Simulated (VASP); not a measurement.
**Co3Si2: single point with PBE**

Co3Si2:

```
Co Si
1.0
     3.77030    0.00000    0.00000
    -1.88515    3.26518    0.00000
     0.00000    0.00000    4.71367
Co Si
3 2
Direct
  0.00000 0.00000 0.00000
  0.33333 0.66667 0.67083
  0.66667 0.33333 0.32917
  0.33333 0.66667 0.18813
  0.66667 0.33333 0.81187
```

```yaml
Program: VASP 6.6.1
Task: single point
Functional: PBE
Potentials_or_basis: VASP PAW PBE potentials, release 64 (Co, Si)
Cutoff: 520 eV
k_mesh: 12 × 12 × 8
Occupations: gaussian, width 0.1 eV
Spin: no spin polarisation
```

```json
{
  "Pressure": "0.0 GPa",
  "Largest force": "0.005 eV/Å",
  "Band gap on the k mesh": "zero (an odd number of electrons rules out a gap without spin polarisation)"
}
```

Forces on the atoms (eV/Å):
```
Co   0.000  0.000  0.000
Co   0.000  0.000 -0.005
Co   0.000  0.000  0.005
Si   0.000  0.000 -0.002
Si   0.000  0.000  0.002
```

Stress tensor (GPa, compression positive):
```
 0.01  0.00  0.00
 0.00  0.01  0.00
 0.00  0.00 -0.10
```

Levels at points of the mesh, in eV from the Fermi level:
```
           k point  band 16  band 17  band 18  band 19  band 20  band 21
(0.00, 0.00, 0.00)    -0.50    -0.50    -0.10     3.23     3.57     3.57
(0.50, 0.00, 0.00)    -0.73    -0.68    -0.57     0.21     1.65     1.99
(0.00, 0.00, 0.50)     0.25     0.25     2.68     3.57     3.66     3.66
(0.50, 0.00, 0.50)    -0.89    -0.86    -0.35     0.80     1.53     2.82
```

It took 4.7 min on 1 thread of Intel Xeon 8259CL, on a shared host, peak memory 0.29 GiB.

Caveat: the run has no spin polarisation, though such a crystal can be magnetic. Spin polarisation is off, so any magnetic state and its effect on volume and gap are missing.
